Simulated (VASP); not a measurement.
Here is a VASP 6.6.1 calculation.

Contents of INCAR:

```
SYSTEM = BAs
  PREC = Accurate
  ENCUT = 600
  EDIFF = 1E-6
  ISMEAR = -1
  SIGMA = 0.05
  LREAL = .FALSE.
  LASPH = .TRUE.
  NELM = 100
  ALGO = Normal
  ISIF = 3
  LWAVE = .FALSE.
  LCHARG = .FALSE.
  GGA = PS
  IBRION = 2
  NSW = 60
  EDIFFG = -0.01
```

File KPOINTS:

```
Automatic mesh
0
G
  12 8 6
  0 0 0
```

The input POSCAR:

```
BAs
1.0
    2.1275493300      0.0000000000      0.0000000000
    0.0000000000      3.1740629400      0.0000000000
    0.0000000000      0.0000000000      4.9509801800
B As
1 1
Direct
    0.0000000000      0.5000000000      0.0000000000
    0.5000000000      0.5000000000      0.5000000000
```

Potentials or basis: VASP PAW PBE potentials, release 64 (B, As).

The run is started by

```console
$ cat potpaw_PBE.64/B/POTCAR potpaw_PBE.64/As/POTCAR > POTCAR
$ mpirun -np 1 vasp_std > vasp.out
```

Predict the band gap on the k mesh.

zero (bands 4 and 5 overlap by 5.33 eV).

Predict the relaxed volume.

12.60 Å³/atom.

Final structure:
```yaml
crystal:
  lattice:
    - [3.12370, 0.00000, 0.00000]
    - [0.00000, 2.56985, 0.00000]
    - [0.00000, 0.00000, 3.14047]
  atoms:
    - { symbol: B, position: [0.00000, 0.50000, 0.00000] }
    - { symbol: As, position: [0.50000, 0.50000, 0.50000] }
```

Caveat: the volume moved by over 15 % at a fixed basis, so the end points are rough; the PAW data sets were made with another functional, which shifts forces and pressure a little.
